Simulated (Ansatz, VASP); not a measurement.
GaN: VASP beside Ansatz

The input POSCAR:

```
GaN
1.0
    2.9965836989      0.0000000000      0.0000000000
   -1.4982918495      2.5951176078      0.0000000000
    0.0000000000      0.0000000000      5.0827597055
Ga N
2 2
Direct
    0.0000000000      0.0000000000      0.0000000000
    0.0000000000      0.0000000000      0.5000000000
    0.3333333333      0.6666666667      0.2500000000
    0.6666666667      0.3333333333      0.7500000000
```

The input INCAR.step1:

```
PREC     = Accurate       # precision mode
ENCUT    = 520            # plane-wave cutoff, eV
ISMEAR   = 0              # smearing method
SIGMA    = 0.01           # smearing width, eV
LREAL    = F              # projectors in reciprocal space
LASPH    = T              # aspherical terms in the spheres
NELM     = 80             # most SCF steps
NBANDS   = 26             # bands
GGA      = PE             # functional
ALGO     = Normal         # electronic algorithm
EDIFF    = 1E-4           # SCF threshold, eV
LWAVE    = T              # write WAVECAR
LCHARG   = F              # write CHGCAR
```

Contents of INCAR.step2:

```
PREC     = Accurate       # precision mode
ENCUT    = 520            # plane-wave cutoff, eV
EDIFF    = 1E-6           # SCF threshold, eV
ISMEAR   = 0              # smearing method
SIGMA    = 0.01           # smearing width, eV
LREAL    = F              # projectors in reciprocal space
LASPH    = T              # aspherical terms in the spheres
NELM     = 80             # most SCF steps
ALGO     = Normal         # electronic algorithm
ISIF     = 2              # what is computed and relaxed
LWAVE    = F              # write WAVECAR
LCHARG   = F              # write CHGCAR
METAGGA  = R2SCAN         # meta-GGA
LMIXTAU  = T            
NBANDS   = 26             # bands
ISTART   = 1
```

Contents of KPOINTS:

```
regular mesh
0
Gamma
  9 9 4
```

Input for Ansatz:

```yaml
crystal:
  lattice:
    - [2.9965836989, 0.0, 0.0]
    - [-1.4982918495, 2.5951176078, 0.0]
    - [0.0, 0.0, 5.0827597055]
  atoms:
    - { symbol: Ga, position: [0.0, 0.0, 0.0] }
    - { symbol: Ga, position: [0.0, 0.0, 0.5] }
    - { symbol: "N", position: [0.3333333333, 0.6666666667, 0.25] }
    - { symbol: "N", position: [0.6666666667, 0.3333333333, 0.75] }
kpoints:
  mp_grid: { grid: [9, 9, 4] }
hamiltonian:
  xc: r2scan
scf:
  occupations: { method: fixed }
  n_extra_bands: 5
output:
  forces: true
  stress: true
  eigenvalues: true
```

Alike in both runs: task single point; functional r2SCAN; k mesh 9 × 9 × 4; no spin polarisation.

|  | VASP | Ansatz |
| --- | --- | --- |
| version | VASP 6.6.1 | Ansatz 0.2.0 |
| potentials or method | VASP PAW PBE potentials, release 64 (Ga_d, N) | plane waves, PAW |
| plane-wave cutoff (eV) | 520 | 500 |
| occupations | gaussian, width 0.01 eV | fixed |
| valence electrons in the cell | 36 | 36 |

```csv
,VASP,Ansatz,Ansatz less VASP
gap on the k mesh at the Fermi level (eV),1.70,1.72,+0.028
pressure (GPa),-5.4,-6.4,-1.04
"traceless stress, the component that is largest in VASP (GPa)",-0.62,-0.78,-0.156
```

VASP's potentials were made for PBE, not for r2SCAN.
